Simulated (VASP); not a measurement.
The system is MnS.

```
Mn S
1.0
     0.00000    2.65892    2.65892
     2.65892    0.00000    2.65892
     2.65892    2.65892    0.00000
Mn S
1 1
Cartesian
  0.0000 0.0000 0.0000
  2.6589 2.6589 2.6589
```

Base run:

* Program: VASP 6.6.1
* Functional: PBE
* Potentials or basis: VASP PAW PBE potentials, release 64 (Mn_pv, S)
* Cutoff: 500 eV
* k mesh: 6 × 6 × 6
* Occupations: gaussian, width 0.0155 eV
* Spin: no spin polarisation

Its results: pressure -24.2 GPa.

Question: The run is repeated on the same cell with these changes: spin from no spin polarisation to collinear spin, ferromagnetic start; further incar settings from ALGO = Normal; EDIFF = 1e-06; NBANDS = 16 to ALGO = Normal; EDIFF = 1e-06; NBANDS = 20. What comes out?

Answer: Pressure -7.2 GPa; net moment 4.71 μB per cell; site moments Mn +4.28; S +0.09 μB.

Caveats: the cell stands under tension; a cell with one magnetic atom can't hold antiferromagnetic order, which such compounds often take (at least some runs).
